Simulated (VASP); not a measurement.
# CdS (Hawleyite) in VASP: further runs, part 2 of 2

VASP 6.6.1. The steps go on from the part before.

### 3 Single point, LDA

The input, INCAR:

```
SYSTEM = CdS
ALGO = Normal
EDIFF = 1E-7
ENCUT = 520
ISIF = 2
ISMEAR = 0
LASPH = .TRUE.
LCHARG = .FALSE.
LREAL = .FALSE.
LWAVE = .FALSE.
NBANDS = 16
NELM = 80
PREC = Accurate
SIGMA = 0.01
```

The input, KPOINTS:

```
k-points
0
G
  8 8 8
  0 0 0
```

The input, POSCAR:

```
CdS
1.0
    2.8782623155      2.8782623155      0.0000000000
   -2.8782623155      2.8782623155      0.0000000000
    0.0000000000      2.8782623155      2.8782623155
Cd S
1 1
Direct
    0.0000000000      0.0000000000      0.0000000000
    0.7500000000      0.2500000000      0.5000000000
```

Potentials or basis: VASP PAW LDA potentials, release 64 (Cd, S).

Run with:

```sh
> cat potpaw_LDA.64/Cd/POTCAR potpaw_LDA.64/S/POTCAR > POTCAR
> mpirun -np 1 vasp_std > vasp.out
```

OUTCAR:

```text
SYSTEM = CdS
   EDIFF = 1E-7
   ENCUT = 520
   ISIF = 2
   ISMEAR = 0
   LASPH = .TRUE.
   LREAL = .FALSE.
   NELM = 80
   PREC = Accurate

 ion  position               nearest neighbor table
   1  0.000  0.000  0.000-   2 2.49   2 2.49   2 2.49   2 2.49
   2  0.750  0.250  0.500-   1 2.49   1 2.49   1 2.49   1 2.49

  LATTYP: Found a face centered cubic cell.
 ALAT       =     5.7565246310

  Lattice vectors:

 A1 = (   0.0000000000,   2.8782623155,   2.8782623155)
 A2 = (   2.8782623155,   0.0000000000,   2.8782623155)
 A3 = (   2.8782623155,   2.8782623155,   0.0000000000)

Analysis of symmetry for initial positions (statically):
=====================================================================
 Subroutine PRICEL returns:
 Original cell was already a primitive cell.

 Routine SETGRP: Setting up the symmetry group for a
 face centered cubic supercell.

 Subroutine GETGRP returns: Found 24 space group operations
 (whereof 24 operations were pure point group operations)
 out of a pool of 48 trial point group operations.

The static configuration has the point symmetry T_d .

[... 154 lines left out ...]
  ext. energy  EPLUGINS =         0.00000000
  ---------------------------------------------------
  free energy    TOTEN  =        -7.40670651 eV

  energy without entropy =       -7.40670651  energy(sigma->0) =       -7.40670651

 E-fermi :   1.5248     XC(G=0):  -9.7670

 val. band max:        1.4833604714   @ k =   0.0000   0.0000   0.0000
 cond. band min:       2.4606701860   @ k =   0.0000   0.0000   0.0000
 fundamental gap:      0.9773097146
 Fermi energy:         1.5247701570

 k-point     1 :       0.0000    0.0000    0.0000
  band No.  band energies     occupation
      1     -11.1274      2.00000
      2      -6.4545      2.00000
      3      -6.4545      2.00000
      4      -6.4545      2.00000
      5      -5.9138      2.00000
      6      -5.9138      2.00000
[... 433 lines left out ...]
      3      -6.2291      2.00000
      4      -5.9482      2.00000
      5      -5.8847      2.00000
      6      -5.3613      2.00000
[... 8 lines left out ...]
     15      13.7123      0.00000
     16      14.6916      0.00000

 [... further k-points ...]
[... 5 lines left out ...]
  --------------------------------------------------------------------------------------
  -------------------------------------------------------------------------------------
  Total        0.1654277      0.1654277      0.1654277      0.0000000     -0.0000000      0.0000000
  in kB        5.5577317      5.5577317      5.5577317      0.0000000     -0.0000000      0.0000000
  external PRESSURE =       5.5577317 kB  Pullay stress =       0.0000000 kB

 VOLUME and BASIS-vectors are now :
 -----------------------------------------------------------------------------
  energy-cutoff  :      520.00
  volume of cell :       47.69
      direct lattice vectors                 reciprocal lattice vectors
     2.878262315  2.878262315  0.000000000     0.173715925  0.173715925 -0.173715925
    -2.878262315  2.878262315  0.000000000    -0.173715925  0.173715925 -0.173715925
     0.000000000  2.878262315  2.878262315     0.000000000  0.000000000  0.347431850

 POSITION                                       TOTAL-FORCE (eV/Angst)
 -----------------------------------------------------------------------------------
      0.00000      0.00000      0.00000         0.000000      0.000000      0.000000
      1.43913      4.31739      1.43913        -0.000000     -0.000000     -0.000000
 -----------------------------------------------------------------------------------
    total drift:                               -0.000000      0.000000     -0.000000

  FREE ENERGIE OF THE ION-ELECTRON SYSTEM (eV)
  ---------------------------------------------------
  free  energy   TOTEN  =        -7.4067065064 eV

  energy  without entropy=       -7.4067065064  energy(sigma->0) =       -7.40670651
```

OSZICAR:

```text
N       E                     dE             d eps       ncg     rms          rms(c)
DAV:   1     0.109700061609E+03    0.10970E+03   -0.90201E+03   944   0.103E+03
DAV:   2    -0.358722735232E+01   -0.11329E+03   -0.10610E+03  1096   0.255E+02
DAV:   3    -0.789612717388E+01   -0.43089E+01   -0.43015E+01  1176   0.521E+01
DAV:   4    -0.792132941490E+01   -0.25202E-01   -0.25200E-01  1152   0.393E+00
DAV:   5    -0.792164279249E+01   -0.31338E-03   -0.31338E-03  1192   0.417E-01    0.884E+00
DAV:   6    -0.743905672050E+01    0.48259E+00   -0.76589E-01  1392   0.120E+01    0.691E+00
DAV:   7    -0.741207276861E+01    0.26984E-01   -0.16172E-01  1224   0.291E+00    0.315E+00
DAV:   8    -0.740713284688E+01    0.49399E-02   -0.17704E-02   984   0.168E+00    0.258E-01
DAV:   9    -0.740671249691E+01    0.42035E-03   -0.20088E-03  1248   0.711E-01    0.493E-02
DAV:  10    -0.740670020036E+01    0.12297E-04   -0.16767E-04  1112   0.165E-01    0.537E-02
DAV:  11    -0.740671083846E+01   -0.10638E-04   -0.43114E-05  1160   0.647E-02    0.151E-02
DAV:  12    -0.740670640087E+01    0.44376E-05   -0.15586E-05  1408   0.541E-02    0.707E-03
DAV:  13    -0.740670652171E+01   -0.12084E-06   -0.11833E-06  1032   0.793E-03    0.374E-03
DAV:  14    -0.740670650642E+01    0.15287E-07   -0.37217E-08   648   0.149E-03
   1 F= -.74067065E+01 E0= -.74067065E+01  d E =-.118063E-11
```

It took 12 s on 1 thread of Intel Xeon Platinum 8559C (Emerald Rapids), shared host; peak memory 0.15 GiB.

Results:

```
Free energy            : -7.4067 eV
Pressure               : 0.6 GPa
Band gap on the k mesh : 0.98 eV, direct
```

### 4 Single point, LDA (in-plane strain -0.02)

The input, INCAR:

```
SYSTEM = CdS
PREC = Accurate
ENCUT = 520
EDIFF = 1E-7
ISMEAR = 0
SIGMA = 0.01
LREAL = .FALSE.
LASPH = .TRUE.
NELM = 80
ALGO = Normal
ISIF = 2
LWAVE = .FALSE.
LCHARG = .FALSE.
NBANDS = 16
```

The input, KPOINTS:

```
regular mesh
0
G
  8 8 8
  0 0 0
```

The input, POSCAR:

```
CdS
1.0
    2.8206970692      2.8206970692      0.0000000000
   -2.8206970692      2.8206970692      0.0000000000
    0.0000000000      2.8206970692      2.9128014633
Cd S
1 1
Direct
    0.0000000000      0.0000000000      0.0000000000
    0.7500000000      0.2500000000      0.5000000000
```

Potentials or basis: VASP PAW LDA potentials, release 64 (Cd, S).

Run with:

```sh
> cat potpaw_LDA.64/Cd/POTCAR potpaw_LDA.64/S/POTCAR > POTCAR
> mpirun -np 1 vasp_std > vasp.out
```

OUTCAR:

```text
SYSTEM = CdS
   PREC = Accurate
   ENCUT = 520
   EDIFF = 1E-7
   ISMEAR = 0
   LREAL = .FALSE.
   LASPH = .TRUE.
   NELM = 80
   ISIF = 2

 ion  position               nearest neighbor table
   1  0.000  0.000  0.000-   2 2.47   2 2.47   2 2.47   2 2.47
   2  0.750  0.250  0.500-   1 2.47   1 2.47   1 2.47   1 2.47

  LATTYP: Found a body centered tetragonal cell.
 ALAT       =     3.9890680506
 C/A-ratio  =     1.4603919644

  Lattice vectors:

 A1 = (   2.8206970692,   0.0000000000,  -2.9128014633)
 A2 = (  -2.8206970692,   0.0000000000,  -2.9128014633)
 A3 = (   0.0000000000,   2.8206970692,   2.9128014633)

[... 626 lines left out ...]
      6      -5.6506      2.00000
[... 8 lines left out ...]
     15      13.3946      0.00000
     16      13.9622      0.00000

 [... further k-points ...]
[... 5 lines left out ...]
  --------------------------------------------------------------------------------------
  -------------------------------------------------------------------------------------
  Total        0.8270394      0.8270394      0.6519424      0.0000000      0.0000000      0.0000000
  in kB       28.5879512     28.5879512     22.5354387      0.0000000      0.0000000      0.0000000
  external PRESSURE =      26.5704471 kB  Pullay stress =       0.0000000 kB

 VOLUME and BASIS-vectors are now :
 -----------------------------------------------------------------------------
  energy-cutoff  :      520.00
  volume of cell :       46.35
      direct lattice vectors                 reciprocal lattice vectors
     2.820697069  2.820697069  0.000000000     0.177261148  0.177261148 -0.171656052
    -2.820697069  2.820697069  0.000000000    -0.177261148  0.177261148 -0.171656052
     0.000000000  2.820697069  2.912801463     0.000000000  0.000000000  0.343312104

 POSITION                                       TOTAL-FORCE (eV/Angst)
 -----------------------------------------------------------------------------------
      0.00000      0.00000      0.00000         0.000000     -0.000000      0.000000
      1.41035      4.23105      1.45640        -0.000000      0.000000      0.000000
 -----------------------------------------------------------------------------------
    total drift:                                0.000000      0.000000     -0.000000

  FREE ENERGIE OF THE ION-ELECTRON SYSTEM (eV)
  ---------------------------------------------------
  free  energy   TOTEN  =        -7.3913298217 eV

  energy  without entropy=       -7.3913298217  energy(sigma->0) =       -7.39132982
```

stdout:

```text
POSCAR found type information on POSCAR CdS
 POSCAR found :  2 types and       2 ions
 scaLAPACK will be used
 LDA part: xc-table for (Slater(with rela. corr.)+CA(PZ))
 , standard interpolation
 POSCAR, INCAR and KPOINTS ok, starting setup
 FFT: planning ... GRIDC
 FFT: planning ... GRID_SOFT
 FFT: planning ... GRID
 WAVECAR not read
 entering main loop
```

Wall time 21 s (1 thread of Intel Xeon Platinum 8559C (Emerald Rapids), shared host); peak memory 0.17 GiB.

What came out:

* Free energy: -7.3913 eV
* Pressure: 2.7 GPa
* Band gap on the k mesh: 1.00 eV, direct

Caveat: the cell differs from its parent crystal (in-plane strain -0.02).
